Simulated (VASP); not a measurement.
# MoS2 in VASP: vibrations by perturbation theory with PBE

Aim: the vibrations by perturbation theory of MoS2 with PBE.

All numbers are computed with VASP 6.6.1; they aren't measurements. Logs are shortened: lines on timing, memory, paths and dates and some standing lists are left out, and cuts for length are marked.

### 1 The cell of the first run

The cell holds a slab with vacuum, 3 atoms: a = 3.184 Å, b = 3.184 Å, c = 17.335 Å, α = 90.00°, β = 90.00°, γ = 120.00°.

### 2 Vibrations by perturbation theory, PBE

Input file INCAR:

```
SYSTEM = MoS2
PREC = Accurate
ENCUT = 520
EDIFF = 1E-8
ISMEAR = -1
SIGMA = 0.05
LREAL = .FALSE.
LASPH = .TRUE.
NELM = 60
ALGO = Normal
ISIF = 2
LWAVE = .FALSE.
LCHARG = .TRUE.
GGA = PE
NBANDS = 20
IBRION = 8
NSW = 1
```

Input file KPOINTS:

```
Automatic mesh
0
G
  10 10 2
  0 0 0
```

Input file POSCAR:

```
MoS2
1.0
    3.1841260822      0.0000000000      0.0000000000
   -1.5920630411      2.7575340760      0.0000000000
    0.0000000000      0.0000000000     17.3345999500
Mo S
1 2
Direct
    0.0000000000      0.0000000000      0.0000000000
    0.3333333333      0.6666666667      0.9105070200
    0.3333333333      0.6666666667      0.0894929800
```

Potentials or basis: VASP PAW PBE potentials, release 64 (Mo_sv, S).

The run is started by

```sh
$ cat potpaw_PBE.64/Mo_sv/POTCAR potpaw_PBE.64/S/POTCAR > POTCAR
$ mpirun -np 1 vasp_std > vasp.out
```

OUTCAR:

```text
SYSTEM = MoS2
   PREC = Accurate
   ENCUT = 520
   EDIFF = 1E-8
   ISMEAR = -1
   LREAL = .FALSE.
   LASPH = .TRUE.
   NELM = 60
   ISIF = 2
   GGA = PE
   IBRION = 8
   NSW = 1

 ion  position               nearest neighbor table
   1  0.000  0.000  0.000-   2 2.41   3 2.41   2 2.41   3 2.41   2 2.41   3 2.41
   2  0.333  0.667  0.911-   1 2.41   1 2.41   1 2.41
   3  0.333  0.667  0.089-   1 2.41   1 2.41   1 2.41

  LATTYP: Found a hexagonal cell.
 ALAT       =     3.1841260822
 C/A-ratio  =     5.4440683260

  Lattice vectors:

 A1 = (   3.1841260822,   0.0000000000,   0.0000000000)
 A2 = (  -1.5920630411,   2.7575340760,   0.0000000000)
 A3 = (   0.0000000000,   0.0000000000,  17.3345999500)

Analysis of symmetry for initial positions (statically):
=====================================================================
 Subroutine PRICEL returns:
 Original cell was already a primitive cell.

 Routine SETGRP: Setting up the symmetry group for a
 hexagonal supercell.

 Subroutine GETGRP returns: Found 12 space group operations
 (whereof 12 operations were pure point group operations)
 out of a pool of 24 trial point group operations.

The static configuration has the point symmetry D_3h.

Analysis of symmetry for dynamics (positions and initial velocities):
=====================================================================
 Subroutine PRICEL returns:
 Original cell was already a primitive cell.

 Routine SETGRP: Setting up the symmetry group for a
 hexagonal supercell.

 Subroutine GETGRP returns: Found 12 space group operations
 (whereof 12 operations were pure point group operations)
 out of a pool of 24 trial point group operations.

The dynamic configuration has the point symmetry D_3h.

 Subroutine INISYM returns: Found 12 space group operations
 (whereof 12 operations are pure point group operations),
 and found     1 'primitive' translations

----------------------------------------------------------------------------------------

                                     Primitive cell

  volume of cell :     152.2036

  direct lattice vectors                    reciprocal lattice vectors
     3.184126082  0.000000000  0.000000000     0.314057915  0.181321422  0.000000000
    -1.592063041  2.757534076  0.000000000     0.000000000  0.362642844  0.000000000
     0.000000000  0.000000000 17.334599950     0.000000000  0.000000000  0.057688092

  length of vectors
     3.184126082  3.184126082 17.334599950     0.362642844  0.362642844  0.057688092

  position of ions in fractional coordinates (direct lattice)
     0.000000000  0.000000000  0.000000000
     0.333333333  0.666666667  0.910507020
     0.333333333  0.666666667  0.089492980

  ion indices of the primitive-cell ions
   primitive index   ion index
                 1           1
                 2           2
                 3           3

----------------------------------------------------------------------------------------

 KPOINTS: Automatic mesh

Automatic generation of k-mesh.
 Grid dimensions read from file:
 generate k-points for:   10   10    2

 Generating k-lattice:
[... 90 lines left out ...]
   IVDW    =     0    specifies the selected vdW correction
   LEPSILON=     F    determine dielectric tensor
   LRPA    =     F    only Hartree local field effects (RPA)
 non-spin polarized calculation
  energy-cutoff  :      520.00
  volume of cell :      152.20
 maximum number of plane-waves:      4124
 NGX is ok and might be reduce to    24
   NGX = 11   NGY = 11   NGZ = 65

--------------------------------------- Ionic step        1  -------------------------------------------

 number of electron      25.9999999 magnetization

 Free energy of the ion-electron system (eV)
  ---------------------------------------------------
  ext. energy  EPLUGINS =         0.00000000
  ---------------------------------------------------
  free energy    TOTEN  =       -21.85066154 eV

  energy without entropy =      -21.85066154  energy(sigma->0) =      -21.85066154

 E-fermi :  -0.5529     XC(G=0):  -4.3960

 val. band max:       -1.3993128393   @ k =   0.0000   0.0000   0.0000
 cond. band min:       0.3439461947   @ k =   0.3000   0.3000   0.0000
 fundamental gap:      1.7432590340
 Fermi energy:        -0.5529452670

 k-point     1 :       0.0000    0.0000    0.0000
  band No.  band energies     occupation
      1     -62.2989      2.00000
      2     -36.4403      2.00000
      3     -36.2402      2.00000
      4     -36.2402      2.00000
      5     -15.5389      2.00000
      6     -14.2014      2.00000
[... 541 lines left out ...]
     19       7.0176      0.00000
     20       7.1027      0.00000

 [... further k-points ...]

------------------------ aborting loop because EDIFF is reached ----------------------------------------

  FORCE on cell =-STRESS in cart. coord.  units (eV):
  Direction    XX          YY          ZZ          XY          YZ          ZX
  --------------------------------------------------------------------------------------
  -------------------------------------------------------------------------------------
  Total        0.2087033      0.2087033      0.6138206      0.0000000      0.0000000      0.0000000
  in kB        2.1969239      2.1969239      6.4614065      0.0000000      0.0000000      0.0000000
  external PRESSURE =       3.6184181 kB  Pullay stress =       0.0000000 kB

 VOLUME and BASIS-vectors are now :
 -----------------------------------------------------------------------------
  energy-cutoff  :      520.00
  volume of cell :      152.20
      direct lattice vectors                 reciprocal lattice vectors
     3.184126082  0.000000000  0.000000000     0.314057915  0.181321422  0.000000000
    -1.592063041  2.757534076  0.000000000     0.000000000  0.362642844  0.000000000
     0.000000000  0.000000000 17.334599950     0.000000000  0.000000000  0.057688092

 POSITION                                       TOTAL-FORCE (eV/Angst)
 -----------------------------------------------------------------------------------
      0.00000      0.00000      0.00000        -0.000000      0.000000      0.000000
     -0.00000      1.83836     15.78327         0.000000     -0.000000     -0.205085
     -0.00000      1.83836      1.55133         0.000000     -0.000000      0.205085
 -----------------------------------------------------------------------------------
    total drift:                                0.000000     -0.000000     -0.000000

  FREE ENERGIE OF THE ION-ELECTRON SYSTEM (eV)
  ---------------------------------------------------
  free  energy   TOTEN  =       -21.8506615437 eV

  energy  without entropy=      -21.8506615398  energy(sigma->0) =      -21.85066154

[... ionic steps 2 to 3 ...]

--------------------------------------- Ionic step        4  -------------------------------------------

------------------------ aborting loop because EDIFF is reached ----------------------------------------
[... 11 lines left out ...]
[... ionic steps 8 to 8 ...]

--------------------------------------- Ionic step        9  -------------------------------------------

 Free energy of the ion-electron system (eV)
  ---------------------------------------------------
  ---------------------------------------------------
  free energy    TOTEN  =        -0.15263452 eV

  energy without entropy =       -0.15263452

------------------------ aborting loop because EDIFF is reached ----------------------------------------

 INTERNAL STRAIN TENSOR  FOR ION    2  DIRECTION 3   (eV/Angst):
 -----------------------------------------------------------------------------
    10.10669  0.00000  0.00000
     0.00000 10.10669  0.00000
     0.00000  0.00000 29.36962

 INTERNAL STRAIN TENSOR FOR ION    3 for displacements in x,y,z  (eV/Angst):
          X           Y           Z          XY          YZ          ZX
  --------------------------------------------------------------------------------
  x     0.00000    -0.00000     0.00000     3.12811     0.00000   -13.25540
  y     3.12811    -3.12811     0.00000     0.00000   -14.88859    -0.00000
  z   -10.10669   -10.10669   -29.36962    -0.00000     0.00000     0.00000

 SECOND DERIVATIVES (NOT SYMMETRIZED)
 ------------------------------------
               1X          1Y          1Z          2X          2Y          2Z          3X          3Y          3Z
  1X   -20.111458    0.000000    0.000000   10.055729    0.000000    0.000000   10.055729    0.000000    0.000000
  1Y     0.000000  -20.111458    0.000000   -0.000000   10.055729    0.000000   -0.000000   10.055729    0.000000
  1Z     0.000000    0.000000  -30.429776    0.000000    0.000000   15.214888    0.000000    0.000000   15.214888
  2X    10.090657    0.000000    0.000000   -9.672688    0.000000    0.000000   -0.417969    0.000000    0.000000
  2Y     0.000000   10.090657    0.000000    0.000000   -9.672688    0.000000   -0.000000   -0.417969    0.000000
  2Z     0.000000   -0.000000   15.218184    0.000000    0.000000  -17.141259    0.000000    0.000000    1.923075
  3X    10.090657    0.000000    0.000000   -0.417969    0.000000    0.000000   -9.672688    0.000000    0.000000
  3Y     0.000000   10.090657    0.000000    0.000000   -0.417969    0.000000    0.000000   -9.672688   -0.000000
  3Z     0.000000    0.000000   15.218184    0.000000    0.000000    1.923075    0.000000    0.000000  -17.141259

 Eigenvectors and eigenvalues of the dynamical matrix
 ----------------------------------------------------

   1 f  =   13.910692 THz    87.403455 2PiTHz  464.010735 cm-1    57.529973 meV
             X         Y         Z           dx          dy          dz
      0.000000  0.000000  0.000000    -0.000000    0.000000   -0.632924
     -0.000000  1.838356 15.783275     0.000000   -0.000000    0.547452
     -0.000000  1.838356  1.551325     0.000000   -0.000000    0.547452
[... 43 lines left out ...]
   9 f/i=    0.009614 THz     0.060406 2PiTHz    0.320685 cm-1     0.039760 meV
             X         Y         Z           dx          dy          dz
      0.000000  0.000000  0.000000    -0.302185   -0.713352    0.000000
     -0.000000  1.838356 15.783275    -0.174398   -0.411693    0.000000
     -0.000000  1.838356  1.551325    -0.174398   -0.411693    0.000000

--------------------------------------------------------------------------------------------------------

 ELASTIC MODULI CONTR FROM IONIC RELAXATION (kBar)
 Direction    XX          YY          ZZ          XY          YZ          ZX
 --------------------------------------------------------------------------------
 XX        -131.5451    -94.0562   -327.7941     -0.0000     -0.0000      0.0000
 YY         -94.0562   -131.5451   -327.7941      0.0000     -0.0000     -0.0000
 ZZ        -327.7941   -327.7941   -952.5564     -0.0000     -0.0000      0.0000
 XY          -0.0000      0.0000     -0.0000    -18.7445      0.0000      0.0000
 YZ          -0.0000     -0.0000     -0.0000      0.0000   -504.2655     -0.0000
 ZX           0.0000     -0.0000      0.0000     -0.0000     -0.0000   -399.7035
 --------------------------------------------------------------------------------
```

Wall time 20 min (1 thread of Intel Xeon Platinum 8488C (Sapphire Rapids), shared host); peak memory 0.81 GiB.

Results:

```yaml
Highest_phonon_frequency_at_Γ_LO-TO_splitting_left_out: 464 cm⁻¹
```

Phonon frequencies in cm⁻¹ (negative: imaginary):
| q point | frequencies |
| --- | --- |
| (0.000, 0.000, 0.000) | 0 0 0 280 280 378 378 402 464 |
